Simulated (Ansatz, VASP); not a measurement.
**CdS in VASP and in Ansatz**

```
Cd S
1.0
     2.06017    1.18944   10.07749
    -2.06017    1.18944   10.07749
     0.00000   -2.37888   10.07749
Cd S
3 3
Direct
  0.99996 0.99996 0.99996
  0.22210 0.22210 0.22210
  0.44440 0.44440 0.44440
  0.08344 0.08344 0.08344
  0.52786 0.52786 0.52786
  0.30557 0.30557 0.30557
```

Alike in both runs: task single point; functional PBEsol; k mesh 12 × 12 × 12; occupations gaussian, width 0.02 eV; no spin polarisation.

|  | VASP | Ansatz |
| --- | --- | --- |
| version | VASP 6.6.1 | Ansatz 0.2.0 |
| potentials or method | VASP PAW PBE potentials, release 64 (Cd, S), cutoff 520 eV | scalar-relativistic, plane waves, PAW |
| valence electrons in the cell | 54 | 78 |

Ansatz gave:

| Item | Value |
| --- | --- |
| gap on the k mesh at the Fermi level (eV) | 1.06 |
| least direct gap on the mesh (eV) | 1.06 |
| pressure (GPa) | 0.0 |
| rms of the force components (eV/Å) | 0.004 |

Task: Which values does VASP return?

Result: gap on the k mesh at the Fermi level (eV): 1.07; least direct gap on the mesh (eV): 1.07; pressure (GPa): 0.4; rms of the force components (eV/Å): 0.003.

VASP's potentials were made for PBE, not for PBEsol. Atom by atom the forces differ by 0.000 eV/Å (rms over components). VASP's potentials hold 54 valence electrons a cell and Ansatz's 78, so a difference there can come from the potentials and not from the codes.
